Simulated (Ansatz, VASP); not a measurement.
# PbCl4 in VASP and in Ansatz

```
Pb Cl
1.0
    12.93000    0.00000    0.00000
     0.00000   12.93000    0.00000
     0.00000    0.00000   11.80000
Pb Cl
1 4
Cartesian
  6.4651 6.4651 5.9005
  8.4303 6.4651 7.3010
  6.4651 8.4303 4.5000
  4.5000 6.4651 7.3010
  6.4651 4.5000 4.5000
```

Alike in both runs: task single point; functional PBE; k mesh 1 × 1 × 1; occupations gaussian, width 0.01 eV; no spin polarisation.

```csv
,VASP,Ansatz
version,VASP 6.6.1,Ansatz 0.2.0
potentials or method,"VASP PAW PBE potentials, release 64 (Pb_d, Cl), cutoff 520 eV","scalar-relativistic, plane waves, PAW"
valence electrons in the cell,42,42
```

```csv
,VASP,Ansatz,Ansatz less VASP
gap on the k mesh at the Fermi level (eV),2.55,2.54,-0.014
rms of the force components (eV/Å),0.008,0.020,+0.0123
```

Atom by atom the forces differ by 0.013 eV/Å (rms over components).

Spin-orbit coupling is off throughout.
